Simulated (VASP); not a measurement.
HfO2 (fluorite type), 3 atoms in the cell. The structure is cubic, space group Fm-3m (No. 225). Conventional cell: a = 5.097 Å, b = 5.097 Å, c = 5.097 Å, α = 90.00°, β = 90.00°, γ = 90.00°. Hf (site symmetry m-3m) has 8 O at 2.21 Å within 2.9 Å. O (site symmetry -43m) has 4 Hf at 2.21 Å and 6 O at 2.55 Å within 2.9 Å. 

| Quantity | Value |
| --- | --- |
| Program | VASP 6.6.1 |
| Task | single point |
| Functional | PBE |
| Potentials or basis | VASP PAW PBE potentials, release 64 (Hf_pv, O) |
| Cutoff | 520 eV |
| k mesh | 11 × 11 × 11 |
| Occupations | fermi-dirac, width 0.05 eV |
| Spin | no spin polarisation |
| Dipole correction | no |
| Further INCAR settings | ALGO = Normal; EDIFF = 1e-06; NBANDS = 18 |

Potentials or basis: VASP PAW PBE potentials, release 64 (Hf_pv, O).

Launch:

```bash
$ cat potpaw_PBE.64/Hf_pv/POTCAR potpaw_PBE.64/O/POTCAR > POTCAR
$ mpirun -np 1 vasp_std > vasp.out
```

Hardware: 1 thread of Intel(R) Xeon(R) 6975P-C (Granite Rapids) (shared host).

Problem. Estimate the wall time of this run.

Solution. Run time: 32 s on 1 thread of Intel(R) Xeon(R) 6975P-C (Granite Rapids) (shared host), peak memory 0.17 GiB. Counts: scf iterations 13, k points 56.
